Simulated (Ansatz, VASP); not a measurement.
CoO in VASP and in Ansatz

```
Co O
1.0
     0.00000    2.13150    2.13150
     2.13150    0.00000    2.13150
     2.13150    2.13150    0.00000
Co O
1 1
Direct
  0.00000 0.00000 0.00000
  0.50000 0.50000 0.50000
```

Alike in both runs: task single point; functional RPBE; dispersion D4; k mesh 10 × 10 × 10; occupations gaussian, width 0.05 eV; collinear spin; Hubbard terms Co d U = 3.3 eV.

|  | VASP | Ansatz |
| --- | --- | --- |
| version | VASP 6.6.1 | Ansatz 0.2.0 |
| potentials or method | VASP PAW PBE potentials, release 64 (Co_sv, O), cutoff 600 eV | scalar-relativistic, plane waves, PAW |
| valence electrons in the cell | 23 | 23 |

Ansatz gave:

| Item | Value |
| --- | --- |
| pressure (GPa) | 7.5 |
| net moment per atom (μB) | 1.50 |
| size of the moment on the site where the two differ most (μB) | 2.61 |

**Question.** Estimate VASP's values.

**Answer.** Pressure (GPa): -3.8; net moment per atom (μB): 1.50; size of the moment on the site where the two differ most (μB): 2.70.

VASP's potentials were made for PBE, not for RPBE. Site moments also hang on the region over which each program counts them. The programs project onto different local orbitals, so the same U acts differently, and such runs can settle in different states.
